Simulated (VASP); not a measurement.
# EuS2 (Fm-3m) in VASP: single point with PBE+U

Aim: the single point of EuS2 with PBE+U.

Everything below comes from runs of VASP 6.6.1. Logs are shortened: lines on timing, memory, paths and dates and some standing lists are left out, and cuts for length are marked.

## (1) The cell of the first run

Symmetry: Fm-3m, No. 225, cubic system. The conventional cell has a = 6.718 Å, b = 6.718 Å, c = 6.718 Å, α = 90.00°, β = 90.00°, γ = 90.00°. Within 3.8 Å of Eu (site symmetry m-3m) lie 8 S at 2.91 Å. S (site symmetry -43m) has 4 Eu at 2.91 Å and 6 S at 3.36 Å within 3.8 Å.

## (2) Single point, PBE+U

Input file INCAR:

```
SYSTEM = EuS2
PREC = Accurate
ENCUT = 520
EDIFF = 1E-6
ISMEAR = 0
SIGMA = 0.05
LREAL = .False.
LASPH = .True.
NELM = 150
ALGO = Normal
ISIF = 2
LWAVE = .False.
LCHARG = .False.
LMAXMIX = 6
LDAU = .True.
LDAUTYPE = 2
LDAUL = 3 -1
LDAUU = 6 0
LDAUJ = 0 0
LDAUPRINT = 1
GGA = PE
NBANDS = 22
```

Input file KPOINTS:

```
Automatic mesh
0
Gamma
  8 8 8
  0 0 0
```

Input file POSCAR:

```
EuS2
1.0
    0.0000000000      3.3588959891      3.3588959891
    3.3588959891      0.0000000000      3.3588959891
    3.3588959891      3.3588959891      0.0000000000
Eu S
1 2
Direct
    0.0000000000      0.0000000000      0.0000000000
    0.2500000000      0.2500000000      0.2500000000
    0.7500000000      0.7500000000      0.7500000000
```

Potentials or basis: VASP PAW PBE potentials, release 64 (Eu, S).

Started as:

```
$ cat potpaw_PBE.64/Eu/POTCAR potpaw_PBE.64/S/POTCAR > POTCAR
$ mpirun -np 1 vasp_std > vasp.out
```

OUTCAR:

```text
SYSTEM = EuS2
   PREC = Accurate
   ENCUT = 520
   EDIFF = 1E-6
   ISMEAR = 0
   LREAL = .False.
   LASPH = .True.
   NELM = 150
   ISIF = 2
   GGA = PE

 ion  position               nearest neighbor table
   1  0.000  0.000  0.000-   3 2.91   3 2.91   3 2.91   2 2.91   2 2.91   2 2.91   3 2.91   2 2.91

   2  0.250  0.250  0.250-   1 2.91   1 2.91   1 2.91   1 2.91
   3  0.750  0.750  0.750-   1 2.91   1 2.91   1 2.91   1 2.91

  LATTYP: Found a face centered cubic cell.
 ALAT       =     6.7177919782

  Lattice vectors:

 A1 = (   0.0000000000,   3.3588959891,   3.3588959891)
 A2 = (   3.3588959891,   0.0000000000,   3.3588959891)
 A3 = (   3.3588959891,   3.3588959891,   0.0000000000)

Analysis of symmetry for initial positions (statically):
=====================================================================
 Subroutine PRICEL returns:
 Original cell was already a primitive cell.

 Routine SETGRP: Setting up the symmetry group for a
 face centered cubic supercell.

 Subroutine GETGRP returns: Found 48 space group operations
 (whereof 48 operations were pure point group operations)
 out of a pool of 48 trial point group operations.

The static configuration has the point symmetry O_h .

Analysis of symmetry for dynamics (positions and initial velocities):
=====================================================================
 Subroutine PRICEL returns:
 Original cell was already a primitive cell.

 Routine SETGRP: Setting up the symmetry group for a
 face centered cubic supercell.

 Subroutine GETGRP returns: Found 48 space group operations
 (whereof 48 operations were pure point group operations)
 out of a pool of 48 trial point group operations.

The dynamic configuration has the point symmetry O_h .

 Subroutine INISYM returns: Found 48 space group operations
 (whereof 48 operations are pure point group operations),
 and found     1 'primitive' translations

----------------------------------------------------------------------------------------

                                     Primitive cell

  volume of cell :      75.7914

  direct lattice vectors                    reciprocal lattice vectors
     0.000000000  3.358895989  3.358895989    -0.148858435  0.148858435  0.148858435
     3.358895989  0.000000000  3.358895989     0.148858435 -0.148858435  0.148858435
     3.358895989  3.358895989  0.000000000     0.148858435  0.148858435 -0.148858435

  length of vectors
     4.750196262  4.750196262  4.750196262     0.257830372  0.257830372  0.257830372

  position of ions in fractional coordinates (direct lattice)
     0.000000000  0.000000000  0.000000000
     0.250000000  0.250000000  0.250000000
     0.750000000  0.750000000  0.750000000

  ion indices of the primitive-cell ions
   primitive index   ion index
                 1           1
                 2           2
                 3           3

----------------------------------------------------------------------------------------

 KPOINTS: Automatic mesh

Automatic generation of k-mesh.
 Grid dimensions read from file:
 generate k-points for:    8    8    8

 Generating k-lattice:

  Cartesian coordinates                     Fractional coordinates (reciprocal lattice)
    -0.018607304  0.018607304  0.018607304     0.125000000  0.000000000  0.000000000
     0.018607304 -0.018607304  0.018607304     0.000000000  0.125000000  0.000000000
     0.018607304  0.018607304 -0.018607304     0.000000000  0.000000000  0.125000000

  Length of vectors
     0.032228797  0.032228797  0.032228797

  Shift w.r.t. Gamma in fractional coordinates (k-lattice)
     0.000000000  0.000000000  0.000000000

 Subroutine IBZKPT returns following result:
 ===========================================

 Found     29 irreducible k-points:

 Following reciprocal coordinates:
            Coordinates               Weight
  0.000000  0.000000  0.000000      1.000000
  0.125000  0.000000  0.000000      8.000000
  0.250000  0.000000  0.000000      8.000000
  0.375000  0.000000  0.000000      8.000000
  0.500000  0.000000  0.000000      4.000000
  0.125000  0.125000  0.000000      6.000000
[... 16 lines left out ...]
  0.500000  0.250000  0.125000     48.000000
 -0.375000  0.250000  0.125000     24.000000
 [... further k-points ...]
   k-points           NKPTS =     29   k-points in BZ     NKDIM =     29   number of bands    NBANDS=     22
   number of dos      NEDOS =    301   number of ions     NIONS =      3
   total plane-waves  NPLWV =  46656
   dimension x,y,z NGX =    36 NGY =   36 NGZ =   36
   dimension x,y,z NGXF=    72 NGYF=   72 NGZF=   72
   ions per type =               1   2
   NGX,Y,Z   is equivalent  to a cutoff of  12.60, 12.60, 12.60 a.u.
   NGXF,Y,Z  is equivalent  to a cutoff of  25.20, 25.20, 25.20 a.u.
 SYSTEM =  EuS2
   PREC   = accura    normal or accurate (medium, high low for compatibility)
   ISTART =      0    job   : 0-new  1-cont  2-samecut
   ICHARG =      2    charge: 1-file 2-atom 10-const
   ISPIN  =      1    spin polarized calculation?
   LNONCOLLINEAR =      F non collinear calculations
   LSORBIT =      F    spin-orbit coupling
   LASPH  =      T    aspherical Exc in radial PAW
   ENCUT  =  520.0 eV  38.22 Ry    6.18 a.u.   8.83  8.83  8.83*2*pi/ulx,y,z
   NELM   =    150;   NELMIN=  2; NELMDL= -5     # of ELM steps
   EDIFF  = 0.1E-05   stopping-criterion for ELM
   LREAL  =      F    real-space projection
[... 7 lines left out ...]
   TEBEG  =    0.0;   TEEND  =   0.0 temperature during run
   PSTRESS=    0.0 pullay stress
   NELECT =      29.0000    total number of electrons
   NUPDOWN=      -1.0000    fix difference up-down
   EMIN   =  10.00;   EMAX   =-10.00  energy-range for DOS
   EFERMI =   0.00;   METHOD = LEGACY
   ISMEAR =     0;   SIGMA  =   0.05  broadening in eV -4-tet -1-fermi 0-gaus
   EFERMI_NEDOS =   21; number of points for ismear=-14 and -15
   IALGO  =     38    algorithm
   IMIX   =      4    mixing-type and parameters
     AMIX     =   0.40;   BMIX     =  1.00
     AMIX_MAG =   1.60;   BMIX_MAG =  1.00
  volume/ion in A,a.u.               =      25.26       170.49
  Fermi-wavevector in a.u.,A,eV,Ry     =   1.188505  2.245948 19.218823  1.412544
  Thomas-Fermi vector in A             =   2.324633
   LORBIT       =      0    0 simple, 1 ext, 2 COOP (PROOUT), +10 PAW based schemes
 LDA+U is selected, type is set to LDAUTYPE =  2
   angular momentum for each species LDAUL =     3   -1
   U (eV)           for each species LDAUU =   6.0  0.0
   J (eV)           for each species LDAUJ =   0.0  0.0
   GGA     = PE    functional components
   LHFCALC =     F    Hartree Fock is set to
   AEXX    =    0.0000 exact exchange contribution
   IVDW    =     0    specifies the selected vdW correction
   LEPSILON=     F    determine dielectric tensor
   LRPA    =     F    only Hartree local field effects (RPA)
 non-spin polarized calculation
 Gauss-broadening in eV      SIGMA  =   0.05
  energy-cutoff  :      520.00
  volume of cell :       75.79
 maximum number of plane-waves:      2085
   NGX = 17   NGY = 17   NGZ = 17

atom =   1  type =  1  l = 3

 onsite density matrix

spin component  1

  0.3801 -0.0000 -0.4732  0.0000 -0.0000 -0.0000 -0.0000
 -0.0000  0.0272  0.0000  0.0000  0.0000  0.0000  0.0000
 -0.4732  0.0000  0.6244 -0.0000  0.0000  0.0000 -0.0000
  0.0000  0.0000 -0.0000  0.0136 -0.0000 -0.0000 -0.0000
 -0.0000  0.0000  0.0000 -0.0000  0.6244  0.0000  0.4732
 -0.0000  0.0000  0.0000 -0.0000  0.0000  0.9909 -0.0000
 -0.0000  0.0000 -0.0000 -0.0000  0.4732 -0.0000  0.3801

spin component  2

  0.3801 -0.0000 -0.4732  0.0000 -0.0000 -0.0000 -0.0000
 -0.0000  0.0272  0.0000  0.0000  0.0000  0.0000  0.0000
 -0.4732  0.0000  0.6244 -0.0000  0.0000  0.0000 -0.0000
  0.0000  0.0000 -0.0000  0.0136 -0.0000 -0.0000 -0.0000
 -0.0000  0.0000  0.0000 -0.0000  0.6244  0.0000  0.4732
 -0.0000  0.0000  0.0000 -0.0000  0.0000  0.9909 -0.0000
 -0.0000  0.0000 -0.0000 -0.0000  0.4732 -0.0000  0.3801

 occupancies and eigenvectors

  o =  0.0136  v =  0.0000  0.0000  0.0000  0.0001  0.6124  0.0000 -0.7906  0.0000  0.0000  0.0000  0.0000  0.0000  0.0000  0.0000      0.0000  0.0000  0.0000  0.0000  0.0000  0.0000  0.0000  0.0000  0.0000  0.0000  0.0000  0.0000  0.0000  0.0000
  o =  0.0136  v =  0.0000  0.0000  0.0000  0.0000  0.0000  0.0000  0.0000  0.0000  0.0000  0.0000  0.0001  0.6124  0.0000 -0.7906      0.0000  0.0000  0.0000  0.0000  0.0000  0.0000  0.0000  0.0000  0.0000  0.0000  0.0000  0.0000  0.0000  0.0000
  o =  0.0136  v =  0.7906  0.0000  0.6124  0.0000 -0.0000 -0.0000  0.0000  0.0000  0.0000  0.0000  0.0000  0.0000  0.0000  0.0000      0.0000  0.0000  0.0000  0.0000  0.0000  0.0000  0.0000  0.0000  0.0000  0.0000  0.0000  0.0000  0.0000  0.0000
  o =  0.0136  v =  0.0000  0.0000  0.0000  0.0000  0.0000  0.0000  0.0000  0.7906  0.0000  0.6124  0.0000 -0.0000 -0.0000  0.0000      0.0000  0.0000  0.0000  0.0000  0.0000  0.0000  0.0000  0.0000  0.0000  0.0000  0.0000  0.0000  0.0000  0.0000
  o =  0.0136  v =  0.0000  0.0000  0.0000 -1.0000  0.0000 -0.0000 -0.0000  0.0000  0.0000  0.0000  0.0000  0.0000  0.0000  0.0000      0.0000  0.0000  0.0000  0.0000  0.0000  0.0000  0.0000  0.0000  0.0000  0.0000  0.0000  0.0000  0.0000  0.0000
  o =  0.0136  v =  0.0000  0.0000  0.0000  0.0000  0.0000  0.0000  0.0000  0.0000  0.0000  0.0000 -1.0000  0.0000 -0.0000 -0.0000      0.0000  0.0000  0.0000  0.0000  0.0000  0.0000  0.0000  0.0000  0.0000  0.0000  0.0000  0.0000  0.0000  0.0000
  o =  0.0272  v =  0.0000  0.0000  0.0000  0.0000  0.0000  0.0000  0.0000  0.0000 -1.0000  0.0000 -0.0000  0.0000  0.0000 -0.0000      0.0000  0.0000  0.0000  0.0000  0.0000  0.0000  0.0000  0.0000  0.0000  0.0000  0.0000  0.0000  0.0000  0.0000
  o =  0.0272  v =  0.0000 -1.0000  0.0000 -0.0000  0.0000  0.0000 -0.0000  0.0000  0.0000  0.0000  0.0000  0.0000  0.0000  0.0000      0.0000  0.0000  0.0000  0.0000  0.0000  0.0000  0.0000  0.0000  0.0000  0.0000  0.0000  0.0000  0.0000  0.0000
  o =  0.9909  v =  0.0000  0.0000  0.0000  0.0000  0.0000  0.0000  0.0000  0.6124  0.0000 -0.7906  0.0000 -0.0000 -0.0000 -0.0000      0.0000  0.0000  0.0000  0.0000  0.0000  0.0000  0.0000  0.0000  0.0000  0.0000  0.0000  0.0000  0.0000  0.0000
  o =  0.9909  v =  0.6124  0.0000 -0.7906  0.0000 -0.0000 -0.0000 -0.0000  0.0000  0.0000  0.0000  0.0000  0.0000  0.0000  0.0000      0.0000  0.0000  0.0000  0.0000  0.0000  0.0000  0.0000  0.0000  0.0000  0.0000  0.0000  0.0000  0.0000  0.0000
  o =  0.9909  v =  0.0000  0.0000  0.0000  0.0000  0.0000  0.0000  0.0000 -0.0000 -0.0000  0.0000 -0.0000 -0.7906  0.0001 -0.6124      0.0000  0.0000  0.0000  0.0000  0.0000  0.0000  0.0000  0.0000  0.0000  0.0000  0.0000  0.0000  0.0000  0.0000
  o =  0.9909  v = -0.0000 -0.0000  0.0000 -0.0000 -0.7906  0.0001 -0.6124  0.0000  0.0000  0.0000  0.0000  0.0000  0.0000  0.0000      0.0000  0.0000  0.0000  0.0000  0.0000  0.0000  0.0000  0.0000  0.0000  0.0000  0.0000  0.0000  0.0000  0.0000
  o =  0.9909  v = -0.0000 -0.0000  0.0000  0.0000 -0.0001 -1.0000 -0.0000  0.0000  0.0000  0.0000  0.0000  0.0000  0.0000  0.0000      0.0000  0.0000  0.0000  0.0000  0.0000  0.0000  0.0000  0.0000  0.0000  0.0000  0.0000  0.0000  0.0000  0.0000
  o =  0.9909  v =  0.0000  0.0000  0.0000  0.0000  0.0000  0.0000  0.0000 -0.0000 -0.0000  0.0000  0.0000 -0.0001 -1.0000 -0.0000      0.0000  0.0000  0.0000  0.0000  0.0000  0.0000  0.0000  0.0000  0.0000  0.0000  0.0000  0.0000  0.0000  0.0000

 number of electron      28.9999993 magnetization

 Free energy of the ion-electron system (eV)
  ---------------------------------------------------
  ext. energy  EPLUGINS =         0.00000000
  ---------------------------------------------------
  free energy    TOTEN  =       -15.26885001 eV

  energy without entropy =      -15.26351681  energy(sigma->0) =      -15.26618341

 E-fermi :   2.4335     XC(G=0):  -9.4373

 val. band max:        2.4292033351   @ k =   0.5000   0.3750   0.1250
 cond. band min:       2.4829760070   @ k =  -0.3750   0.2500   0.0000
 fundamental gap:      0.0537726719
 Fermi energy:         2.4334623268

 k-point     1 :       0.0000    0.0000    0.0000
  band No.  band energies     occupation
      1     -38.6515      2.00000
      2     -17.2637      2.00000
      3     -17.2637      2.00000
      4     -17.2637      2.00000
      5      -9.6634      2.00000
      6      -7.6824      2.00000
[... 14 lines left out ...]
     21       5.5901      0.00000
     22       7.7646      0.00000
[... 552 lines left out ...]
  band No.  band energies     occupation
      1     -38.6486      2.00000
      2     -17.3730      2.00000
      3     -17.3143      2.00000
      4     -17.2853      2.00000
      5      -8.6630      2.00000
      6      -8.4396      2.00000
[... 14 lines left out ...]
     21       6.5678      0.00000
     22       7.6508      0.00000

 [... further k-points ...]
[... 5 lines left out ...]
  --------------------------------------------------------------------------------------
  -------------------------------------------------------------------------------------
  Total       -1.2383856     -1.2383856     -1.2383856      0.0000000     -0.0000000      0.0000000
  in kB      -26.1786230    -26.1786230    -26.1786230      0.0000000     -0.0000000      0.0000000
  external PRESSURE =     -26.1786230 kB  Pullay stress =       0.0000000 kB

 VOLUME and BASIS-vectors are now :
 -----------------------------------------------------------------------------
  energy-cutoff  :      520.00
  volume of cell :       75.79
      direct lattice vectors                 reciprocal lattice vectors
     0.000000000  3.358895989  3.358895989    -0.148858435  0.148858435  0.148858435
     3.358895989  0.000000000  3.358895989     0.148858435 -0.148858435  0.148858435
     3.358895989  3.358895989  0.000000000     0.148858435  0.148858435 -0.148858435

 POSITION                                       TOTAL-FORCE (eV/Angst)
 -----------------------------------------------------------------------------------
      0.00000      0.00000      0.00000        -0.000000     -0.000000      0.000000
      1.67945      1.67945      1.67945        -0.000000     -0.000000     -0.000000
      5.03834      5.03834      5.03834         0.000000      0.000000      0.000000
 -----------------------------------------------------------------------------------
    total drift:                               -0.000000      0.000000      0.000000

  FREE ENERGIE OF THE ION-ELECTRON SYSTEM (eV)
  ---------------------------------------------------
  free  energy   TOTEN  =       -15.2688500066 eV

  energy  without entropy=      -15.2635168053  energy(sigma->0) =      -15.26618341
```

It took 5.2 min on 1 thread of Intel Xeon Platinum 8259CL at 2.50GHz (Skylake/Cascade Lake), shared host; peak memory 0.23 GiB.

What came out:

* Free energy: -15.2689 eV
* Pressure: -2.6 GPa

Levels at points of the mesh, in eV from the Fermi level:
```csv
k point,band 12,band 13,band 14,band 15,band 16,band 17,band 18,band 19
"(0.00, 0.00, 0.00)",-2.97,0.08,0.08,0.08,2.04,2.04,2.04,2.41
"(0.50, 0.00, 0.00)",-1.70,-1.42,-0.97,-0.97,1.76,1.84,1.84,2.43
"(0.50, 0.50, 0.00)",-2.20,-0.24,-0.24,0.62,1.77,1.77,1.80,2.71
```

Eigenvalues of the final occupation matrices:
```csv
site,spin,trace,eigenvalues
site 1 f,1,3.04,0.01 0.01 0.01 0.03 0.99 0.99 0.99
site 1 f,2,3.04,0.01 0.01 0.01 0.03 0.99 0.99 0.99
```

Caveat: spin-orbit coupling is left out, which moves the levels of the heavy elements; the run has no spin polarisation, though such a crystal can be magnetic; U without spin polarisation on a metal has little footing.
